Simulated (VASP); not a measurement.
# NiO: single point with PBEsol+U

Crystal: NiO.

```
CELL_PARAMETERS angstrom
0.00000 2.09131 2.09131
2.09131 0.00000 2.09131
4.18262 4.18262 0.00000
ATOMIC_POSITIONS crystal
Ni 0.00000 0.00000 0.00000
Ni 0.00000 0.00000 0.50000
O 0.50000 0.50000 0.25000
O 0.50000 0.50000 0.75000
```

```
Program                : VASP 6.6.1
Task                   : single point
Functional             : PBEsol
Potentials or basis    : VASP PAW PBE potentials, release 64 (Ni, O)
Cutoff                 : 600 eV
k mesh                 : 9 × 9 × 9
Occupations            : gaussian, width 0.05 eV
Spin                   : collinear spin, antiferromagnetic start
Starting moments       : [1.69, -1.69, 0.0, 0.0] μB
Hubbard terms          : Ni d U = 7.5 eV
Dipole correction      : no
Further INCAR settings : ALGO = Normal; EDIFF = 1e-06; NBANDS = 28
```

- Pressure: -11.7 GPa
- Band gap on the k mesh: 3.44 eV
- Net moment: 0.00 μB per cell
- Site moments: Ni +1.79, -1.79; O +0.00 μB
- Valence electrons inside the program's atomic spheres: Ni 9.03; O 4.99

Stress tensor (GPa, compression positive):
```
-11.72  -0.07   0.07
 -0.07 -11.72   0.07
  0.07   0.07 -11.72
```

Levels at points of the mesh, in eV from the valence-band top:
Spin up:
```tsv
k point	band 12	band 13	band 14	band 15	band 16	band 17	band 18	band 19	band 20	band 21
(0.00, 0.00, 0.00)	-0.70	-0.70	-0.64	-0.64	-0.64	3.44	4.66	4.66	7.32	11.85
```
Spin down:
```tsv
k point	band 12	band 13	band 14	band 15	band 16	band 17	band 18	band 19	band 20	band 21
(0.00, 0.00, 0.00)	-0.70	-0.70	-0.64	-0.64	-0.64	3.44	4.66	4.66	7.32	11.85
```

Eigenvalues of the final occupation matrices:
```csv
site,spin,trace,eigenvalues
site 1 d,1,5.04,0.99 0.99 0.99 1.04 1.04
site 1 d,2,3.24,0.14 0.14 0.99 0.99 0.99
site 2 d,1,3.24,0.14 0.14 0.99 0.99 0.99
site 2 d,2,5.04,0.99 0.99 0.99 1.04 1.04
```

Wall time 4.3 min on 1 thread of Oxide Virtual Turin-like Processor, on a shared host, peak memory 0.26 GiB.

Caveat: the cell stands under tension; the PAW data sets were made with another functional, which shifts forces and pressure a little; an odd mesh through Γ misses points on the zone boundary, where band edges can lie. The state reached can hang on the start; a lower one may exist.
